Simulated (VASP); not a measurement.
Input of a VASP 6.6.1 run:

Contents of INCAR:

```
SYSTEM = NbVTe3
PREC = Accurate
ENCUT = 520
EDIFF = 1E-7
ISMEAR = 0
SIGMA = 0.1
LREAL = .False.
LASPH = .True.
NELM = 150
ALGO = Normal
ISIF = 2
LWAVE = .False.
LCHARG = .True.
ISPIN = 2
MAGMOM = 0.5 3.99 0 0 0
LORBIT = 11
LMAXMIX = 4
GGA = PE
LELF = .True.
LVHAR = .True.
NBANDS = 34
```

File KPOINTS:

```
Automatic mesh
0
Gamma
  8 8 8
  0 0 0
```

POSCAR

```
NbVTe3
1.0
    5.4122177222      0.0000000000      0.0000000000
    0.0000000000      5.4122177222      0.0000000000
    0.0000000000      0.0000000000      5.4122177222
Nb V Te
1 1 3
Direct
    0.5000000000      0.5000000000      0.5000000000
    0.0000000000      0.0000000000      0.0000000000
    0.5000000000      0.5000000000      0.0000000000
    0.0000000000      0.5000000000      0.5000000000
    0.5000000000      0.0000000000      0.5000000000
```

Potentials or basis: VASP PAW PBE potentials, release 64 (Nb_sv, V_sv, Te).

Run with:

```console
$ cat potpaw_PBE.64/Nb_sv/POTCAR potpaw_PBE.64/V_sv/POTCAR potpaw_PBE.64/Te/POTCAR > POTCAR
$ mpirun -np 1 vasp_std > vasp.out
```

Problem. Estimate the net moment.

Solution. 4.01 μB per cell.

Problem. Estimate the band gap on the k mesh.

Solution. Zero (filled and empty bands overlap).

Problem. Estimate the site moments.

Solution. Nb +0.55; V +3.15; Te -0.15 μB.

Caveat: spin-orbit coupling is left out, which moves the levels of the heavy elements.
